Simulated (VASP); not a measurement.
Here is a VASP 6.6.1 calculation.

The input INCAR:

```
PREC = Accurate
ENCUT = 600
EDIFF = 1E-6
ISMEAR = 0
SIGMA = 0.1
LREAL = F
LASPH = T
NELM = 120
ALGO = Normal
ISIF = 2
LWAVE = F
LCHARG = F
GGA = PE
NBANDS = 18
GGA_COMPAT = F
```

Contents of KPOINTS:

```
regular mesh
0
Gamma
  12 12 18
```

The input POSCAR:

```
Co2Si
1.0
    3.8707647574      0.0000000000      0.0000000000
   -1.9353823787      3.3521806120      0.0000000000
    0.0000000000      0.0000000000      2.5206327781
Co Si
2 1
Direct
    0.3333333333      0.6666666667      0.5000000000
    0.6666666667      0.3333333333      0.5000000000
    0.0000000000      0.0000000000      0.0000000000
```

Potentials or basis: VASP PAW PBE potentials, release 64 (Co, Si).

Launch:

```bash
$ cat potpaw_PBE.64/Co/POTCAR potpaw_PBE.64/Si/POTCAR > POTCAR
$ mpirun -np 1 vasp_std > vasp.out
```

**Question.** Predict the band gap on the k mesh.

**Answer.** Zero (band 11 reaches 12.42 eV, above the bottom of band 12 at 11.41 eV).

**Question.** What does it give for the pressure?

**Answer.** -0.5 GPa.

Spin polarisation is off, so any magnetic state and its effect on volume and gap are missing.
